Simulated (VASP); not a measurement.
# Pt (P6_3/mmc) in VASP: notebook, part 2 of 2

VASP 6.6.1. The steps go on from the part before.

**4. Single point, PBE (volume scaled by 0.94, then relaxed in part)**

Input file INCAR:

```
ALGO = Normal
EDIFF = 1E-7
ENCUT = 520
GGA = PE
ISIF = 2
ISMEAR = 0
LASPH = True
LCHARG = False
LREAL = False
LWAVE = False
NBANDS = 17
NELM = 80
PREC = Accurate
SIGMA = 0.1
```

Input file KPOINTS:

```
k-points
0
Gamma
  18 18 10
```

Input file POSCAR:

```
Pt
1.0
    2.7104140459      0.0000000000      0.0000000000
   -1.3552070229      2.3472874185      0.0000000000
    0.0000000000      0.0000000000      4.6555238663
Pt
2
Direct
    0.6666666667      0.3333333333      0.7500000000
    0.3333333333      0.6666666667      0.2500000000
```

Potentials or basis: VASP PAW PBE potentials, release 64 (Pt).

Launch:

```bash
$ cat potpaw_PBE.64/Pt/POTCAR > POTCAR
$ mpirun -np 1 vasp_std > vasp.out
```

OUTCAR:

```text
EDIFF = 1E-7
   ENCUT = 520
   GGA = PE
   ISIF = 2
   ISMEAR = 0
   LASPH = True
   LREAL = False
   NELM = 80
   PREC = Accurate

 ion  position               nearest neighbor table
   1  0.667  0.333  0.750-   2 2.80   2 2.80   2 2.80   2 2.80   2 2.80   2 2.80
   2  0.333  0.667  0.250-   1 2.80   1 2.80   1 2.80   1 2.80   1 2.80   1 2.80

  LATTYP: Found a hexagonal cell.
 ALAT       =     2.7104140459
 C/A-ratio  =     1.7176430565

  Lattice vectors:

 A1 = (   2.7104140459,   0.0000000000,   0.0000000000)
 A2 = (  -1.3552070229,   2.3472874185,   0.0000000000)
 A3 = (   0.0000000000,   0.0000000000,   4.6555238663)

Analysis of symmetry for initial positions (statically):
=====================================================================
 Subroutine PRICEL returns:
 Original cell was already a primitive cell.

 Routine SETGRP: Setting up the symmetry group for a
 hexagonal supercell.

 Subroutine GETGRP returns: Found 24 space group operations
 (whereof 12 operations were pure point group operations)
 out of a pool of 24 trial point group operations.

The static configuration has the point symmetry D_3d.
 The point group associated with its full space group is D_6h.

Analysis of symmetry for dynamics (positions and initial velocities):
=====================================================================
 Subroutine PRICEL returns:
 Original cell was already a primitive cell.

 Routine SETGRP: Setting up the symmetry group for a
 hexagonal supercell.

 Subroutine GETGRP returns: Found 24 space group operations
 (whereof 12 operations were pure point group operations)
 out of a pool of 24 trial point group operations.

The dynamic configuration has the point symmetry D_3d.
 The point group associated with its full space group is D_6h.

[... 105 lines left out ...]
   ISYM   =      2    0-nonsym 1-usesym 2-fastsym
   POTIM  = 0.5000    time-step for ionic-motion
   TEBEG  =    0.0;   TEEND  =   0.0 temperature during run
   PSTRESS=    0.0 pullay stress
   NELECT =      20.0000    total number of electrons
   NUPDOWN=      -1.0000    fix difference up-down
   EMIN   =  10.00;   EMAX   =-10.00  energy-range for DOS
   EFERMI =   0.00;   METHOD = LEGACY
   ISMEAR =     0;   SIGMA  =   0.10  broadening in eV -4-tet -1-fermi 0-gaus
   EFERMI_NEDOS =   21; number of points for ismear=-14 and -15
   IALGO  =     38    algorithm
   IMIX   =      4    mixing-type and parameters
     AMIX     =   0.40;   BMIX     =  1.00
     AMIX_MAG =   1.60;   BMIX_MAG =  1.00
  volume/ion in A,a.u.               =      14.81        99.94
  Fermi-wavevector in a.u.,A,eV,Ry     =   1.436243  2.714106 28.066026  2.062795
  Thomas-Fermi vector in A             =   2.555453
   LORBIT       =      0    0 simple, 1 ext, 2 COOP (PROOUT), +10 PAW based schemes
   GGA     = PE    functional components
   LHFCALC =     F    Hartree Fock is set to
   AEXX    =    0.0000 exact exchange contribution
   IVDW    =     0    specifies the selected vdW correction
   LEPSILON=     F    determine dielectric tensor
   LRPA    =     F    only Hartree local field effects (RPA)
 non-spin polarized calculation
 Gauss-broadening in eV      SIGMA  =   0.10
  energy-cutoff  :      520.00
  volume of cell :       29.62
 maximum number of plane-waves:       825
   NGX = 11   NGY = 11   NGZ = 17

 number of electron      20.0000000 magnetization

 Free energy of the ion-electron system (eV)
  ---------------------------------------------------
  ext. energy  EPLUGINS =         0.00000000
  ---------------------------------------------------
  free energy    TOTEN  =       -11.99695198 eV

  energy without entropy =      -11.97859176  energy(sigma->0) =      -11.98777187

 E-fermi :  11.5905     XC(G=0): -13.5962

 val. band max:       11.5872156241   @ k =   0.3889   0.0556   0.1000
 cond. band min:      11.5941516955   @ k =   0.2778   0.0556   0.5000
 fundamental gap:      0.0069360714
 Fermi energy:        11.5905386230

 k-point     1 :       0.0000    0.0000    0.0000
  band No.  band energies     occupation
      1       1.1926      2.00000
      2       3.9275      2.00000
      3       7.3123      2.00000
      4       7.8070      2.00000
      5       7.8070      2.00000
      6       8.2334      2.00000
[... 457 lines left out ...]
      4       7.7774      2.00000
      5       7.9821      2.00000
      6       8.0559      2.00000
[... 9 lines left out ...]
     16      24.3161      0.00000
     17      25.7300      0.00000

 [... further k-points ...]
[... 5 lines left out ...]
  --------------------------------------------------------------------------------------
  -------------------------------------------------------------------------------------
  Total        3.1664213      3.1664213      3.1460267      0.0000000      0.0000000      0.0000000
  in kB      171.2808506    171.2808506    170.1776501      0.0000000      0.0000000      0.0000000
  external PRESSURE =     170.9131171 kB  Pullay stress =       0.0000000 kB

 VOLUME and BASIS-vectors are now :
 -----------------------------------------------------------------------------
  energy-cutoff  :      520.00
  volume of cell :       29.62
      direct lattice vectors                 reciprocal lattice vectors
     2.710414046  0.000000000  0.000000000     0.368947321  0.213011835  0.000000000
    -1.355207023  2.347287419  0.000000000     0.000000000  0.426023670  0.000000000
     0.000000000  0.000000000  4.655523866     0.000000000  0.000000000  0.214798598

 POSITION                                       TOTAL-FORCE (eV/Angst)
 -----------------------------------------------------------------------------------
      1.35521      0.78243      3.49164         0.000000     -0.000000      0.000000
     -0.00000      1.56486      1.16388        -0.000000      0.000000      0.000000
 -----------------------------------------------------------------------------------
    total drift:                               -0.000000      0.000000     -0.000000

  FREE ENERGIE OF THE ION-ELECTRON SYSTEM (eV)
  ---------------------------------------------------
  free  energy   TOTEN  =       -11.9969519832 eV

  energy  without entropy=      -11.9785917625  energy(sigma->0) =      -11.98777187
```

stdout:

```text
POSCAR found type information on POSCAR Pt
 POSCAR found :  1 types and       2 ions
 scaLAPACK will be used
 LDA part: xc-table for (Slater+PW92), standard interpolation
 POSCAR, INCAR and KPOINTS ok, starting setup
 FFT: planning ... GRIDC
 FFT: planning ... GRID_SOFT
 FFT: planning ... GRID
 WAVECAR not read
 entering main loop
```

Wall time 34 s (1 thread of Intel Xeon 6975P-C (Granite Rapids), shared host); peak memory 0.21 GiB.

What came out:

| Property | Result |
| --- | --- |
| Free energy | -11.9970 eV |
| Pressure | 17.1 GPa |
| Band gap on the k mesh | zero (band 10 reaches 12.12 eV, above the bottom of band 11 at 10.70 eV) |

Levels at points of the mesh, in eV from the Fermi level:
```tsv
k point	band 6	band 7	band 8	band 9	band 10	band 11	band 12	band 13	band 14	band 15
(0.00, 0.00, 0.00)	-3.36	-3.36	-2.07	-2.07	-0.92	-0.25	-0.25	5.26	14.94	15.82
(0.50, 0.00, 0.00)	-3.21	-2.95	0.05	0.29	0.53	2.38	3.94	7.62	9.23	10.14
(0.00, 0.00, 0.50)	-3.79	-3.79	-3.79	-0.89	-0.89	-0.89	-0.89	12.58	12.58	15.50
(0.50, 0.00, 0.50)	-2.05	-1.00	-1.00	0.43	0.43	1.69	1.69	6.92	6.92	14.56
```

Caveat: spin-orbit coupling is left out, which moves the levels of the heavy elements.

**5. Summary**

```csv
cell,gap on the mesh (eV),pressure (GPa)
"a = 2.657, b = 2.657, c = 4.534 Å, angles 90.0, 90.0, 120.0°, 2 atoms",none,43.0
"a = 2.684, b = 2.684, c = 4.594 Å, angles 90.0, 90.0, 120.0°, 2 atoms",none,28.8
"a = 2.710, b = 2.710, c = 4.656 Å, angles 90.0, 90.0, 120.0°, 2 atoms",none,17.1
```

Alike in all rows: task single point; level PBE; potentials or basis VASP PAW PBE potentials, release 64 (Pt); no spin polarisation; k mesh 18 × 18 × 10; cutoff (eV) 520; smearing gaussian 0.1 eV.

Caveats: spin-orbit coupling is left out, which moves the levels of the heavy elements.

Total energies depend on the potentials used, so only differences within one code and one set of settings carry meaning.
